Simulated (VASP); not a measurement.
# Ge in VASP: a series of runs

Runs on Ge. Level: LDA. Tasks: single point.

Program: VASP 6.6.1. These are calculated values, not measurements. Logs are shortened: lines on timing, memory, paths and dates and some standing lists are left out, and cuts for length are marked.

### 1 The cell of the first run

The cell holds a slab with vacuum, 2 atoms: a = 3.704 Å, b = 3.704 Å, c = 28.000 Å, α = 90.00°, β = 90.00°, γ = 120.00°.

### 2 Single point, LDA

Input file INCAR:

```
SYSTEM = Ge
PREC = Accurate ; ENCUT = 520
EDIFF = 1E-6 ; ISMEAR = 0
SIGMA = 0.1 ; LREAL = .FALSE.
LASPH = .TRUE. ; NELM = 80
ALGO = Normal ; ISIF = 2
LWAVE = .FALSE. ; LCHARG = .FALSE.
LDIPOL = .TRUE. ; IDIPOL = 3
DIPOL = 0.5 0.5 0.500 ; NBANDS = 21
```

Input file KPOINTS:

```
Automatic mesh
0
G
  12 12 1
  0 0 0
```

Input file POSCAR:

```
Ge
1.0
    3.7040000000      0.0000000000      0.0000000000
   -1.8520000000      3.2077580956      0.0000000000
    0.0000000000      0.0000000000     28.0000000000
Ge
2
Direct
    0.3333333333      0.6666666667      0.5076607143
    0.6666666667      0.3333333333      0.4923392857
```

Potentials or basis: VASP PAW LDA potentials, release 64 (Ge_d).

Launch:

```
$ cat potpaw_LDA.64/Ge_d/POTCAR > POTCAR
$ mpirun -np 1 vasp_std > vasp.out
```

OUTCAR:

```text
SYSTEM = Ge
   PREC = Accurate
   ENCUT = 520
   EDIFF = 1E-6
   ISMEAR = 0
   LREAL = .FALSE.
   LASPH = .TRUE.
   NELM = 80
   ISIF = 2

 ion  position               nearest neighbor table
   1  0.333  0.667  0.508-   2 2.18   2 2.18   2 2.18
   2  0.667  0.333  0.492-   1 2.18   1 2.18   1 2.18

  LATTYP: Found a hexagonal cell.
 ALAT       =     3.7040000000
 C/A-ratio  =     7.5593952484

  Lattice vectors:

 A1 = (   3.7040000000,   0.0000000000,   0.0000000000)
 A2 = (  -1.8520000000,   3.2077580956,   0.0000000000)
 A3 = (   0.0000000000,   0.0000000000,  28.0000000000)

Analysis of symmetry for initial positions (statically):
=====================================================================
 Subroutine PRICEL returns:
 Original cell was already a primitive cell.

 Routine SETGRP: Setting up the symmetry group for a
 hexagonal supercell.

 Subroutine GETGRP returns: Found 12 space group operations
 (whereof 12 operations were pure point group operations)
 out of a pool of 24 trial point group operations.

The static configuration has the point symmetry D_3d.

Analysis of symmetry for dynamics (positions and initial velocities):
=====================================================================
 Subroutine PRICEL returns:
 Original cell was already a primitive cell.

 Routine SETGRP: Setting up the symmetry group for a
 hexagonal supercell.

 Subroutine GETGRP returns: Found 12 space group operations
 (whereof 12 operations were pure point group operations)
 out of a pool of 24 trial point group operations.

The dynamic configuration has the point symmetry D_3d.

 Subroutine INISYM returns: Found 12 space group operations
 (whereof 12 operations are pure point group operations),
 and found     1 'primitive' translations

----------------------------------------------------------------------------------------

                                     Primitive cell

  volume of cell :     332.6830

  direct lattice vectors                    reciprocal lattice vectors
     3.704000000  0.000000000  0.000000000     0.269978402  0.155872103  0.000000000
    -1.852000000  3.207758096  0.000000000     0.000000000  0.311744206  0.000000000
     0.000000000  0.000000000 28.000000000     0.000000000  0.000000000  0.035714286

  length of vectors
     3.704000000  3.704000000 28.000000000     0.311744206  0.311744206  0.035714286

  position of ions in fractional coordinates (direct lattice)
     0.333333333  0.666666667  0.507660714
     0.666666667  0.333333333  0.492339286

  ion indices of the primitive-cell ions
   primitive index   ion index
                 1           1
                 2           2

----------------------------------------------------------------------------------------

 KPOINTS: Automatic mesh

Automatic generation of k-mesh.
 Grid dimensions read from file:
 generate k-points for:   12   12    1

 Generating k-lattice:

  Cartesian coordinates                     Fractional coordinates (reciprocal lattice)
     0.022498200  0.012989342  0.000000000     0.083333333  0.000000000  0.000000000
     0.000000000  0.025978684  0.000000000     0.000000000  0.083333333  0.000000000
     0.000000000  0.000000000  0.035714286     0.000000000  0.000000000  1.000000000

  Length of vectors
     0.025978684  0.025978684  0.035714286

  Shift w.r.t. Gamma in fractional coordinates (k-lattice)
     0.000000000  0.000000000  0.000000000

 Subroutine IBZKPT returns following result:
 ===========================================

 Found     19 irreducible k-points:

 Following reciprocal coordinates:
            Coordinates               Weight
  0.000000  0.000000  0.000000      1.000000
  0.083333  0.000000  0.000000      6.000000
  0.166667  0.000000  0.000000      6.000000
  0.250000  0.000000  0.000000      6.000000
  0.333333 -0.000000  0.000000      6.000000
  0.416667  0.000000  0.000000      6.000000
[... 11 lines left out ...]
  0.333333  0.250000  0.000000     12.000000
  0.333333  0.333333  0.000000      2.000000
   k-points           NKPTS =     19   k-points in BZ     NKDIM =     19   number of bands    NBANDS=     21
   number of dos      NEDOS =    301   number of ions     NIONS =      2
   total plane-waves  NPLWV = 164640
   dimension x,y,z NGX =    28 NGY =   28 NGZ =  210
   dimension x,y,z NGXF=    56 NGYF=   56 NGZF=  420
   ions per type =               2
   NGX,Y,Z   is equivalent  to a cutoff of  12.57, 12.57, 12.47 a.u.
   NGXF,Y,Z  is equivalent  to a cutoff of  25.13, 25.13, 24.94 a.u.
 SYSTEM =  Ge
   PREC   = accura    normal or accurate (medium, high low for compatibility)
   ISTART =      0    job   : 0-new  1-cont  2-samecut
   ICHARG =      2    charge: 1-file 2-atom 10-const
   ISPIN  =      1    spin polarized calculation?
   LNONCOLLINEAR =      F non collinear calculations
   LSORBIT =      F    spin-orbit coupling
   LASPH  =      T    aspherical Exc in radial PAW
   ENCUT  =  520.0 eV  38.22 Ry    6.18 a.u.   6.89  6.89 52.06*2*pi/ulx,y,z
   NELM   =     80;   NELMIN=  2; NELMDL= -5     # of ELM steps
   EDIFF  = 0.1E-05   stopping-criterion for ELM
   LREAL  =      F    real-space projection
   EDIFFG = 0.1E-04   stopping-criterion for IOM
   NSW    =      0    number of steps for IOM
   IBRION =     -1    ionic relax: 0-MD 1-quasi-New 2-CG
   NFREE  =      0    steps in history (QN), initial steepest desc. (CG)
   ISIF   =      2    stress and relaxation
   ISYM   =      2    0-nonsym 1-usesym 2-fastsym
   POTIM  = 0.5000    time-step for ionic-motion
   TEBEG  =    0.0;   TEEND  =   0.0 temperature during run
   PSTRESS=    0.0 pullay stress
   NELECT =      28.0000    total number of electrons
   NUPDOWN=      -1.0000    fix difference up-down
   EMIN   =  10.00;   EMAX   =-10.00  energy-range for DOS
   EFERMI =   0.00;   METHOD = LEGACY
   ISMEAR =     0;   SIGMA  =   0.10  broadening in eV -4-tet -1-fermi 0-gaus
   EFERMI_NEDOS =   21; number of points for ismear=-14 and -15
   IALGO  =     38    algorithm
   IMIX   =      4    mixing-type and parameters
     AMIX     =   0.40;   BMIX     =  1.00
     AMIX_MAG =   1.60;   BMIX_MAG =  1.00
  volume/ion in A,a.u.               =     166.34      1122.53
  Fermi-wavevector in a.u.,A,eV,Ry     =   0.717437  1.355760  7.003141  0.514716
  Thomas-Fermi vector in A             =   1.806117
   LORBIT       =      0    0 simple, 1 ext, 2 COOP (PROOUT), +10 PAW based schemes
   GGA     = CA    functional components
   LHFCALC =     F    Hartree Fock is set to
   AEXX    =    0.0000 exact exchange contribution
   IVDW    =     0    specifies the selected vdW correction
   LEPSILON=     F    determine dielectric tensor
   LRPA    =     F    only Hartree local field effects (RPA)
 non-spin polarized calculation
 Gauss-broadening in eV      SIGMA  =   0.10
  energy-cutoff  :      520.00
  volume of cell :      332.68
 maximum number of plane-waves:      9002
 NGX is ok and might be reduce to    28
   NGX = 13   NGY = 13   NGZ =105

 number of electron      27.9999988 magnetization

 dipolmoment           0.000000      0.000000     -0.000000 electrons x Angstroem

 Free energy of the ion-electron system (eV)
  ---------------------------------------------------
  ext. energy  EPLUGINS =         0.00000000
  ---------------------------------------------------
  free energy    TOTEN  =        -8.61862084 eV

  energy without entropy =       -8.61705364  energy(sigma->0) =       -8.61783724

 E-fermi :  -3.3134     XC(G=0):  -1.7879

 val. band max:       -3.3134260371   @ k =   0.3333   0.3333   0.0000
 cond. band min:      -3.3134260347   @ k =   0.3333   0.3333   0.0000
 fundamental gap:      0.0000000024
 Fermi energy:        -3.3134260360

 k-point     1 :       0.0000    0.0000    0.0000
  band No.  band energies     occupation
      1     -28.4125      2.00000
      2     -28.4125      2.00000
      3     -28.3504      2.00000
      4     -28.3278      2.00000
      5     -28.3278      2.00000
      6     -28.0323      2.00000
[... 13 lines left out ...]
     20       1.2201      0.00000
     21       1.6341      0.00000

 k-point     2 :       0.0833    0.0000    0.0000
  band No.  band energies     occupation
      1     -28.4299      2.00000
      2     -28.4284      2.00000
      3     -28.3569      2.00000
      4     -28.3136      2.00000
      5     -28.3096      2.00000
      6     -28.0327      2.00000
[... 13 lines left out ...]
     20       1.3272      0.00000
     21       1.7347      0.00000

 k-point     3 :       0.1667    0.0000    0.0000
  band No.  band energies     occupation
      1     -28.4621      2.00000
      2     -28.4581      2.00000
      3     -28.3706      2.00000
      4     -28.2917      2.00000
      5     -28.2767      2.00000
      6     -28.0504      2.00000
[... 13 lines left out ...]
     20       2.0351      0.00000
     21       2.0998      0.00000

 k-point     4 :       0.2500    0.0000    0.0000
  band No.  band energies     occupation
      1     -28.4925      2.00000
      2     -28.4864      2.00000
      3     -28.3870      2.00000
      4     -28.2786      2.00000
      5     -28.2449      2.00000
      6     -28.0772      2.00000
[... 13 lines left out ...]
     20       2.5384      0.00000
     21       2.7683      0.00000

 k-point     5 :       0.3333   -0.0000    0.0000
  band No.  band energies     occupation
      1     -28.5159      2.00000
      2     -28.5086      2.00000
      3     -28.4018      2.00000
      4     -28.2750      2.00000
      5     -28.2207      2.00000
      6     -28.0981      2.00000
[... 13 lines left out ...]
     20       3.2338      0.00000
     21       3.4394      0.00000
[... 262 lines left out ...]
     20       4.8305      0.00000
     21       5.0802      0.00000

 k-point    17 :       0.2500    0.2500    0.0000
  band No.  band energies     occupation
      1     -28.5990      2.00000
      2     -28.4561      2.00000
      3     -28.4119      2.00000
      4     -28.2748      2.00000
      5     -28.1671      2.00000
      6     -28.1378      2.00000
[... 13 lines left out ...]
     20       3.7844      0.00000
     21       3.9689      0.00000

 k-point    18 :       0.3333    0.2500    0.0000
  band No.  band energies     occupation
      1     -28.6163      2.00000
      2     -28.4443      2.00000
      3     -28.4187      2.00000
      4     -28.2759      2.00000
      5     -28.1599      2.00000
      6     -28.1401      2.00000
[... 13 lines left out ...]
     20       4.7426      0.00000
     21       4.9531      0.00000

 k-point    19 :       0.3333    0.3333    0.0000
  band No.  band energies     occupation
      1     -28.6255      2.00000
      2     -28.4283      2.00000
      3     -28.4283      2.00000
      4     -28.2760      2.00000
      5     -28.1481      2.00000
      6     -28.1481      2.00000
[... 13 lines left out ...]
     20       4.6225      0.00000
     21       4.6225      0.00000

------------------------ aborting loop because EDIFF is reached ----------------------------------------

 vacuum level on the upper side and lower side of the slab       (xc-potential included)        -0.007        -0.007

  FORCE on cell =-STRESS in cart. coord.  units (eV):
  Direction    XX          YY          ZZ          XY          YZ          ZX
  --------------------------------------------------------------------------------------
  -------------------------------------------------------------------------------------
  Total        7.2618731      7.2618731      0.4434691      0.0000000      0.0000000      0.0000000
  in kB       34.9726562     34.9726562      2.1357151      0.0000000      0.0000000      0.0000000
  external PRESSURE =      24.0270092 kB  Pullay stress =       0.0000000 kB

 VOLUME and BASIS-vectors are now :
 -----------------------------------------------------------------------------
  energy-cutoff  :      520.00
  volume of cell :      332.68
      direct lattice vectors                 reciprocal lattice vectors
     3.704000000  0.000000000  0.000000000     0.269978402  0.155872103  0.000000000
    -1.852000000  3.207758096  0.000000000     0.000000000  0.311744206  0.000000000
     0.000000000  0.000000000 28.000000000     0.000000000  0.000000000  0.035714286

 POSITION                                       TOTAL-FORCE (eV/Angst)
 -----------------------------------------------------------------------------------
     -0.00000      2.13851     14.21450         0.000000      0.000000      1.060829
      1.85200      1.06925     13.78550        -0.000000     -0.000000     -1.060829
 -----------------------------------------------------------------------------------
    total drift:                                0.000000      0.000000      0.000000

  FREE ENERGIE OF THE ION-ELECTRON SYSTEM (eV)
  ---------------------------------------------------
  free  energy   TOTEN  =        -8.6186208364 eV

  energy  without entropy=       -8.6170536431  energy(sigma->0) =       -8.61783724

 vacuum level on the upper side and lower side of the slab         1.222         1.222
```

Wall time 3.2 min (1 thread of AMD EPYC 7R43 (Zen 3), shared host); peak memory 0.32 GiB.

What came out:

| Property | Result |
| --- | --- |
| Free energy | -8.6186 eV |
| Largest force | 1.061 eV/Å |
| Band gap on the k mesh | zero (filled and empty bands touch) |

Forces on the atoms (eV/Å):
```
Ge   0.000  0.000  1.061
Ge   0.000  0.000 -1.061
```

[end of part 1 of 2]
